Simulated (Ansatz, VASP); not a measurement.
# Two plane-wave programs on HfN

The input POSCAR:

```
HfN
1.0
    2.8437393532      0.0000000000      0.0000000000
    0.0000000000      2.8437393532      0.0000000000
    0.0000000000      0.0000000000      2.8437393532
Hf N
1 1
Direct
    0.5000000000      0.5000000000      0.5000000000
    0.0000000000      0.0000000000      0.0000000000
```

File INCAR.step1:

```
ALGO = Normal
EDIFF = 1E-5
ENCUT = 520
GGA = PE
ISIF = 2
ISMEAR = -1
LASPH = T
LREAL = F
LWAVE = T
NBANDS = 14
NELM = 100
PREC = Accurate
SIGMA = 0.05
```

Contents of INCAR.step2:

```
AEXX = 0.25
ALGO = Normal
EDIFF = 1E-6
ENCUT = 520
GGA = PE
ISIF = 2
ISMEAR = -1
ISTART = 1
LASPH = T
LCHARG = T
LELF = T
LHFCALC = T
LREAL = F
LVHAR = T
LWAVE = F
NBANDS = 14
NELM = 100
PREC = Accurate
PRECFOCK = Normal
SIGMA = 0.05
```

File KPOINTS:

```
k-points
0
Gamma
  5 5 5
```

Contents of input.yaml:

```yaml
crystal:
  lattice:
    - [2.8437393532, 0.0, 0.0]
    - [0.0, 2.8437393532, 0.0]
    - [0.0, 0.0, 2.8437393532]
  atoms:
    - { symbol: Hf, position: [0.5, 0.5, 0.5] }
    - { symbol: "N", position: [0.0, 0.0, 0.0] }
hamiltonian:
  xc: pbe0
  pseudopotentials: { kind: paw }
kpoints:
  mp_grid: { grid: [5, 5, 5] }
scf:
  occupations: { method: fermi_dirac, width: 0.05 }
output:
  forces: true
  stress: true
  eigenvalues: true
```

Alike in both runs: task single point; functional PBE0; k mesh 5 × 5 × 5; occupations fermi-dirac, width 0.05 eV; no spin polarisation.

|  | VASP | Ansatz |
| --- | --- | --- |
| version | VASP 6.6.1 | Ansatz 0.2.0 |
| potentials or method | VASP PAW PBE potentials, release 64 (Hf_pv, N) | Ansatz PAW |
| plane-wave cutoff (eV) | 520 | 420 |
| valence electrons in the cell | 15 | 31 |

|  | VASP | Ansatz | Ansatz less VASP |
| --- | --- | --- | --- |
| gap on the k mesh at the Fermi level (eV) | none | none | - |
| pressure (GPa) | -15.4 | -11.2 | +4.26 |

A gap of «none» marks a metal or a gap that the smearing closes. VASP's potentials hold 15 valence electrons a cell and Ansatz's 31, so a difference there can come from the potentials and not from the codes.

The k mesh is coarse, so the values compare programs but aren't converged. Neither program's run includes spin-orbit coupling.
